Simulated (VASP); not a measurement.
Write the native input for VASP 6.6.1 that does the following.

* Task: single point
* Functional: PBE
* Potentials or basis: VASP PAW PBE potentials, release 64 (Zr_sv, Zn, N)
* Cutoff: 520 eV
* k mesh: 4 × 4 × 4
* Occupations: gaussian, width 0.2 eV
* Spin: no spin polarisation
* Dipole correction: no
* Further INCAR settings: ALGO = Normal; EDIFF = 1e-07; NBANDS = 40

The structure of Zr3ZnN3 lies in POSCAR:

```
Zr3ZnN3
1.0
    3.3929686681     -3.8507539189     -0.2447890304
    3.3929686681      3.8507539189     -0.2447890304
   -3.5433410267      0.0000000000      4.9264240294
Zr Zn N
3 1 3
Direct
    0.5489959802      0.5489959802      0.0408216636
    0.7674689041      0.3453584901      0.5380264433
    0.3453584901      0.7674689041      0.5380264433
    0.0972852760      0.0972852760      0.0172766623
    0.4703385591      0.8927619305      0.3067018490
    0.8927619305      0.4703385591      0.3067018490
    0.7036509099      0.7036509099      0.8245531596
```

The cell was generated, and may not be a known phase.

One way to write it, as run:

INCAR

```
PREC = Accurate ; ENCUT = 520
EDIFF = 1E-7 ; ISMEAR = 0
SIGMA = 0.2 ; LREAL = F
LASPH = T ; NELM = 80
ALGO = Normal ; ISIF = 2
LWAVE = F ; LCHARG = T
GGA = PE ; LELF = T
LVHAR = T ; NBANDS = 40
```

KPOINTS

```
regular mesh
0
Gamma
  4 4 4
```

Potentials or basis: VASP PAW PBE potentials, release 64 (Zr_sv, Zn, N).

Command:

```bash
$ cat potpaw_PBE.64/Zr_sv/POTCAR potpaw_PBE.64/Zn/POTCAR potpaw_PBE.64/N/POTCAR > POTCAR
$ mpirun -np 1 vasp_std > vasp.out
```

Results of the run:

```yaml
Pressure: 0.2 GPa
Largest_force: 0.030 eV/Å
Band_gap_on_the_k_mesh: zero (an odd number of electrons rules out a gap without spin polarisation)
```

Caveat: an odd number of electrons without spin polarisation forces a metal; a magnetic or distorted state may lie lower.

Run time: 100 s on 1 thread of AMD EPYC 9R45 96-Core Processor (Zen 5), on a shared host, peak memory 0.29 GiB.
